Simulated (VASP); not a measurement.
Write the native input for VASP 6.6.1 that does the following.

```
Task                   : relaxation of cell and atoms
Functional             : PBE
Potentials or basis    : VASP PAW PBE potentials, release 64 (Ru_pv, Al)
Cutoff                 : 600 eV
k mesh                 : 12 × 12 × 7
Occupations            : fermi-dirac, width 0.1 eV
Spin                   : no spin polarisation
Target pressure        : 190 GPa
Dipole correction      : no
Further INCAR settings : ALGO = Normal; EDIFF = 1e-07; IBRION = 2; EDIFFG = -0.005; NSW = 60; ISIF = 3
```

The structure of AlRu (NiAs type) lies in POSCAR:

```
AlRu
1.0
    3.0588476869      0.0000000000      0.0000000000
   -1.5294238434      2.6490398031      0.0000000000
    0.0000000000      0.0000000000      4.7412139146
Ru Al
2 2
Direct
    0.0000000000      0.0000000000      0.0000000000
    0.0000000000      0.0000000000      0.5000000000
    0.3333333333      0.6666666667      0.2500000000
    0.6666666667      0.3333333333      0.7500000000
```

The input as run:

INCAR

```
SYSTEM = AlRu
PREC = Accurate
ENCUT = 600
EDIFF = 1E-7
ISMEAR = -1
SIGMA = 0.1
LREAL = .False.
LASPH = .True.
NELM = 60
ALGO = Normal
ISIF = 3
LWAVE = .False.
LCHARG = .False.
GGA = PE
IBRION = 2
NSW = 60
EDIFFG = -0.005
PSTRESS = 1900.0
```

KPOINTS

```
Automatic mesh
0
Gamma
  12 12 7
  0 0 0
```

Potentials or basis: VASP PAW PBE potentials, release 64 (Ru_pv, Al).

Run with:

```bash
$ cat potpaw_PBE.64/Ru_pv/POTCAR potpaw_PBE.64/Al/POTCAR > POTCAR
$ mpirun -np 1 vasp_std > vasp.out
```

It gave:

- Relaxed volume: 9.39 Å³/atom
- Relaxed cell: a = 2.498 Å, b = 2.498 Å, c = 6.949 Å, α = 90.00°, β = 90.00°, γ = 120.00°
- Space group after relaxing (to 0.1 Å): P6_3/mmc (No. 194)
- Energy change on relaxing (the run minimises the enthalpy): -1397.9 meV/atom
- Ionic steps: 14
- Pressure after relaxing: 189.9 GPa
- Band gap on the k mesh: zero (bands 17 and 18 overlap by 3.76 eV)

Caveat: the cell is relaxed towards a set pressure, so the run minimises the enthalpy, not the energy; a cell axis changed by over 15 % at a fixed basis, so the end point is rough.

Wall time 11 min on 1 thread of Intel Xeon 8259CL, on a shared host, peak memory 0.22 GiB.
